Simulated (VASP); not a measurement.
A run of VASP 6.6.1 is set up as follows.

Contents of INCAR:

```
SYSTEM = HfO2
PREC = Accurate ; ENCUT = 520
EDIFF = 1E-6 ; ISMEAR = 0
SIGMA = 0.02 ; LREAL = .False.
LASPH = .True. ; NELM = 60
ALGO = Normal ; ISIF = 2
LWAVE = .False. ; LCHARG = .True.
GGA = PE ; LELF = .True.
LVHAR = .True. ; NBANDS = 18
```

Contents of KPOINTS:

```
regular mesh
0
Gamma
  8 8 8
  0 0 0
```

The input POSCAR:

```
HfO2
1.0
    0.0000000000      2.5491376190      2.5491376190
    2.5491376190      0.0000000000      2.5491376190
    2.5491376190      2.5491376190      0.0000000000
Hf O
1 2
Direct
    0.0000000000      0.0000000000      0.0000000000
    0.2500000000      0.2500000000      0.2500000000
    0.7500000000      0.7500000000      0.7500000000
```

Potentials or basis: VASP PAW PBE potentials, release 64 (Hf_pv, O).

Run with:

```sh
$ cat potpaw_PBE.64/Hf_pv/POTCAR potpaw_PBE.64/O/POTCAR > POTCAR
$ mpirun -np 1 vasp_std > vasp.out
```

**Question.** Predict the pressure.

**Answer.** -3.7 GPa.

**Question.** Estimate the band gap on the k mesh.

**Answer.** 3.76 eV, direct.

Caveat: spin-orbit coupling is left out, which moves the levels of the heavy elements. A k mesh can miss the band edges.
